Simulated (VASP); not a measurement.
# Si16As (a cell with a defect) in VASP: single point with PBEsol

Aim: the single point of Si16As (a cell with a defect) with PBEsol.

All numbers are computed with VASP 6.6.1; they aren't measurements. Logs are shortened: lines on timing, memory, paths and dates and some standing lists are left out, and cuts for length are marked.

## (1) The cell of the first run

The cell holds a defect, 17 atoms: a = 7.679 Å, b = 7.679 Å, c = 7.679 Å, α = 60.00°, β = 60.00°, γ = 60.00°.

## (2) Single point, PBEsol, collinear spin

The input, INCAR:

```
SYSTEM = Si16As
ALGO = Normal ; EDIFF = 1E-6
ENCUT = 520 ; GGA = PS
ISIF = 2 ; ISMEAR = -1
ISPIN = 2 ; LASPH = .TRUE.
LCHARG = .FALSE. ; LORBIT = 11
LREAL = Auto ; LWAVE = .FALSE.
MAGMOM = 0 0 0 0 0 0 0 0 0 0 0 0 0 0 0 0 1 ; NBANDS = 52
NELM = 150 ; PREC = Accurate
SIGMA = 0.02
```

The input, KPOINTS:

```
k-points
0
G
  2 2 2
  0 0 0
```

The input, POSCAR:

```
Si16As
1.0
    0.0000000000      5.4300000000      5.4300000000
    5.4300000000      0.0000000000      5.4300000000
    5.4300000000      5.4300000000      0.0000000000
Si As
16 1
Direct
    0.0041238585     -0.0113961814      0.0036353040
    0.1291690426      0.1210868223      0.1287422324
   -0.0027599238      0.0009094253      0.5011059337
    0.1287008766      0.1213025543      0.6214891526
    0.0044832254      0.5038065413      0.0037877414
    0.1220395490      0.6258129359      0.1271410333
    0.0036110655      0.5033353509      0.4897338930
    0.1288978920      0.6286261576      0.6213736592
    0.5012486246      0.0016414930     -0.0045093489
    0.6205849764      0.1207164087      0.1292316624
    0.5007870536      0.0014697017      0.5015327878
    0.6258762993      0.1247525698      0.6243840098
    0.4854313366      0.5048680051      0.0046337111
    0.6206066150      0.6294475276      0.1292921173
    0.5009835840      0.4959337513      0.5015845639
    0.6205517067      0.6292503415      0.6208679944
    0.8707666179      0.3762235950      0.8778066526
```

Potentials or basis: VASP PAW PBE potentials, release 64 (Si, As).

Started as:

```sh
cat potpaw_PBE.64/Si/POTCAR potpaw_PBE.64/As/POTCAR > POTCAR
mpirun -np 1 vasp_std > vasp.out
```

OUTCAR:

```text
SYSTEM = Si16As
   EDIFF = 1E-6
   ENCUT = 520
   GGA = PS
   ISIF = 2
   ISMEAR = -1
   ISPIN = 2
   LASPH = .TRUE.
   LORBIT = 11
   LREAL = Auto
   NELM = 150
   PREC = Accurate

 ion  position               nearest neighbor table
   1  0.004  0.989  0.004-   6 2.27   4 2.40   2 2.40  10 2.40  17 2.43
   2  0.129  0.121  0.129-   9 2.33   3 2.34   1 2.40   5 2.40  17 2.77
   3  0.997  0.001  0.501-  12 2.33   4 2.33   8 2.33   2 2.34
   4  0.129  0.121  0.621-  11 2.33   3 2.33   7 2.40   1 2.40  17 2.78
   5  0.004  0.504  0.004-   6 2.28   8 2.40   2 2.40  14 2.41  17 2.43
   6  0.122  0.626  0.127-   7 2.27   1 2.27   5 2.28  13 2.28
   7  0.004  0.503  0.490-   6 2.27   4 2.40   8 2.40  16 2.40  17 2.43
   8  0.129  0.629  0.621-  15 2.33   3 2.33   7 2.40   5 2.40  17 2.77
   9  0.501  0.002  0.995-  12 2.33   2 2.33  10 2.33  14 2.33
  10  0.621  0.121  0.129-   9 2.33  11 2.34   1 2.40  13 2.41  17 2.75
  11  0.501  0.001  0.502-  12 2.33   4 2.33  16 2.33  10 2.34
  12  0.626  0.125  0.624-   9 2.33  15 2.33  11 2.33   3 2.33
  13  0.485  0.505  0.005-   6 2.28  16 2.41  10 2.41  14 2.41  17 2.42
  14  0.621  0.629  0.129-   9 2.33  15 2.34   5 2.41  13 2.41  17 2.74
  15  0.501  0.496  0.502-  12 2.33   8 2.33  16 2.33  14 2.34
  16  0.621  0.629  0.621-  15 2.33  11 2.33   7 2.40  13 2.41  17 2.75
  17  0.871  0.376  0.878-  13 2.42   5 2.43   1 2.43   7 2.43  14 2.74  10 2.75  16 2.75   2 2.77
                             8 2.77   4 2.78

  LATTYP: Found a face centered cubic cell.
 ALAT       =    10.8600000000

  Lattice vectors:

 A1 = (   0.0000000000,   5.4300000000,   5.4300000000)
 A2 = (   5.4300000000,   0.0000000000,   5.4300000000)
 A3 = (   5.4300000000,   5.4300000000,   0.0000000000)

Analysis of symmetry for initial positions (statically):
=====================================================================
 Subroutine PRICEL returns:
 Original cell was already a primitive cell.

 Routine SETGRP: Setting up the symmetry group for a
 face centered cubic supercell.

 Subroutine GETGRP returns: Found  1 space group operations
 (whereof  1 operations were pure point group operations)
 out of a pool of 48 trial point group operations.

The static configuration has the point symmetry C_1 .

Analysis of symmetry for dynamics (positions and initial velocities):
=====================================================================
 Subroutine PRICEL returns:
 Original cell was already a primitive cell.

 Routine SETGRP: Setting up the symmetry group for a
 face centered cubic supercell.

 Subroutine GETGRP returns: Found  1 space group operations
 (whereof  1 operations were pure point group operations)
[... 174 lines left out ...]
  ---------------------------------------------------
  free energy    TOTEN  =       -92.60968352 eV

  energy without entropy =      -92.60875375  energy(sigma->0) =      -92.60921864

 E-fermi :   6.8834     XC(G=0):  -9.8537

 val. band max:        6.7877403281   @ k =   0.0000   0.0000   0.0000
 cond. band min:       6.9723247532   @ k =   0.0000   0.0000   0.0000
 fundamental gap:      0.1845844251
 Fermi energy:         6.8833565929

 spin component 1

 k-point     1 :       0.0000    0.0000    0.0000
  band No.  band energies     occupation
      1      -7.6435      1.00000
      2      -4.6886      1.00000
      3      -3.8148      1.00000
      4      -3.8092      1.00000
      5      -3.8068      1.00000
      6      -3.2891      1.00000
[... 381 lines left out ...]
     45      10.0706      0.00000
     46      10.0729      0.00000
 Fermi energy:         6.8833565929

 spin component 2

 k-point     1 :       0.0000    0.0000    0.0000
  band No.  band energies     occupation
      1      -7.6436      1.00000
      2      -4.6886      1.00000
      3      -3.8148      1.00000
      4      -3.8093      1.00000
      5      -3.8068      1.00000
      6      -3.2891      1.00000
[... 381 lines left out ...]
     45      10.0705      0.00000
     46      10.0729      0.00000
 [bands above 46 left out]

------------------------ aborting loop because EDIFF is reached ----------------------------------------

  FORCE on cell =-STRESS in cart. coord.  units (eV):
  Direction    XX          YY          ZZ          XY          YZ          ZX
  --------------------------------------------------------------------------------------
  -------------------------------------------------------------------------------------
  Total        9.9351752      9.9364896      9.9342044     -0.0545827      0.0678356     -0.0334042
  in kB       49.7114725     49.7180492     49.7066148     -0.2731093      0.3394211     -0.1671408
  external PRESSURE =      49.7120455 kB  Pullay stress =       0.0000000 kB

 VOLUME and BASIS-vectors are now :
 -----------------------------------------------------------------------------
  energy-cutoff  :      520.00
  volume of cell :      320.21
      direct lattice vectors                 reciprocal lattice vectors
     0.000000000  5.430000000  5.430000000    -0.092081031  0.092081031  0.092081031
     5.430000000  0.000000000  5.430000000     0.092081031 -0.092081031  0.092081031
     5.430000000  5.430000000  0.000000000     0.092081031  0.092081031 -0.092081031

 POSITION                                       TOTAL-FORCE (eV/Angst)
 -----------------------------------------------------------------------------------
      5.38786      0.04213      5.39051        -0.014554      0.025653     -0.046069
      1.35657      1.40046      1.35889        -0.002052     -0.016500      0.007559
      2.72594      8.13602      5.41995        -0.000706     -0.007925     -0.002928
      4.03336      4.07353      1.35752         0.007303      0.006830     -0.001011
      2.75624      0.04491      2.76001         0.051445      0.025748      0.018739
      4.08854      1.35305      4.06084        -0.017285      0.003809      0.012631
[... 9 lines left out ...]
      6.78814      6.74091      6.78643         0.020302      0.032437     -0.021637
      6.80938      9.49475      6.77116        -0.046074      0.026025      0.038032
 -----------------------------------------------------------------------------------
    total drift:                                0.008021     -0.003396     -0.005035

  FREE ENERGIE OF THE ION-ELECTRON SYSTEM (eV)
  ---------------------------------------------------
  free  energy   TOTEN  =       -92.6096835207 eV

  energy  without entropy=      -92.6087537518  energy(sigma->0) =      -92.60921864

 total charge

# of ion       s       p       d       tot
------------------------------------------
    1        0.752   0.927   0.000   1.680
    2        0.763   0.910   0.000   1.673
    3        0.752   0.947   0.000   1.699
    4        0.762   0.912   0.000   1.674
    5        0.753   0.926   0.000   1.679
    6        0.812   0.957   0.000   1.769
[... 9 lines left out ...]
   16        0.763   0.908   0.000   1.672
   17        1.328   1.419   0.122   2.869
--------------------------------------------------
tot         13.480  16.285   0.122  29.886

 magnetization (x)

# of ion       s       p       d       tot
------------------------------------------
    1        0.000  -0.000   0.000  -0.000
    2       -0.000  -0.000   0.000  -0.000
    3        0.000   0.000   0.000   0.000
    4       -0.000  -0.000   0.000  -0.000
    5        0.000  -0.000   0.000  -0.000
    6       -0.000   0.000   0.000   0.000
[... 9 lines left out ...]
   16       -0.000  -0.000   0.000  -0.000
   17       -0.000   0.000  -0.000  -0.000
--------------------------------------------------
tot         -0.000  -0.000  -0.000  -0.000
```

OSZICAR:

```text
N       E                     dE             d eps       ncg     rms          rms(c)
DAV:   1     0.165168809437E+03    0.16517E+03   -0.26573E+04  1664   0.110E+03
DAV:   2    -0.789048058150E+02   -0.24407E+03   -0.23059E+03  2048   0.166E+02
DAV:   3    -0.939650208618E+02   -0.15060E+02   -0.14747E+02  2120   0.365E+01
DAV:   4    -0.942596012427E+02   -0.29458E+00   -0.29329E+00  2128   0.622E+00
DAV:   5    -0.942658831905E+02   -0.62819E-02   -0.62754E-02  2064   0.882E-01    0.151E+01
DAV:   6    -0.931248342983E+02    0.11410E+01   -0.78283E-01  1940   0.257E+00    0.889E+00
DAV:   7    -0.925929354519E+02    0.53190E+00   -0.11882E+00  1932   0.302E+00    0.113E+00
DAV:   8    -0.926098962414E+02   -0.16961E-01   -0.97659E-02  1932   0.106E+00    0.524E-01
DAV:   9    -0.926094579321E+02    0.43831E-03   -0.65255E-03  2036   0.261E-01    0.280E-01
DAV:  10    -0.926095136060E+02   -0.55674E-04   -0.15284E-03  2000   0.117E-01    0.139E-01
DAV:  11    -0.926096329374E+02   -0.11933E-03   -0.18724E-04  2040   0.487E-02    0.756E-02
DAV:  12    -0.926096762557E+02   -0.43318E-04   -0.50003E-05  1928   0.262E-02    0.298E-02
DAV:  13    -0.926096826461E+02   -0.63904E-05   -0.90398E-06  2040   0.114E-02    0.793E-03
DAV:  14    -0.926096835207E+02   -0.87451E-06   -0.16784E-06  1248   0.475E-03
   1 F= -.92609684E+02 E0= -.92609219E+02  d E =-.929769E-03  mag=    -0.0000
```

stdout:

```text
POSCAR found type information on POSCAR SiAs
 POSCAR found :  2 types and      17 ions
 scaLAPACK will be used
 -----------------------------------------------------------------------------
|                                                                             |
|                                                                             |
|     You enforced a specific xc type in the INCAR file but a different       |
|     I HOPE YOU KNOW WHAT YOU ARE DOING!                                     |
|                                                                             |
 -----------------------------------------------------------------------------

 LDA part: xc-table for (Slater+PW92), standard interpolation
 POSCAR, INCAR and KPOINTS ok, starting setup
 FFT: planning ... GRIDC
 FFT: planning ... GRID_SOFT
 FFT: planning ... GRID
 WAVECAR not read
 entering main loop
```

Run time: 6.5 min. Hardware: 1 thread of Intel Xeon Platinum 8375C at 2.90GHz (Ice Lake), shared host; peak memory 0.7 GiB.

What came out:

```
Free energy                                           : -92.6097 eV
Pressure                                              : 5.0 GPa
Largest force                                         : 0.086 eV/Å
Net moment                                            : 0.00 μB per cell
Valence electrons inside the program's atomic spheres : Si 1.68, 1.67, 1.70, 1.77 (each value once); As 2.87
```

Forces on the atoms (eV/Å):
```
Si  -0.015  0.026 -0.046
Si  -0.002 -0.017  0.008
Si  -0.001 -0.008 -0.003
Si   0.007  0.007 -0.001
Si   0.051  0.026  0.019
Si  -0.017  0.004  0.013
Si  -0.018 -0.040  0.022
Si   0.003  0.010 -0.012
Si  -0.002  0.008 -0.001
Si   0.016 -0.018  0.036
Si  -0.010  0.002  0.006
Si   0.003 -0.002 -0.003
Si   0.056 -0.042 -0.050
Si  -0.040 -0.015 -0.014
Si  -0.007  0.000  0.009
Si   0.020  0.032 -0.022
As  -0.046  0.026  0.038
```

Caveat: the k points lie up to 0.50 Å⁻¹ apart; the PAW data sets were made with another functional, which shifts forces and pressure a little.
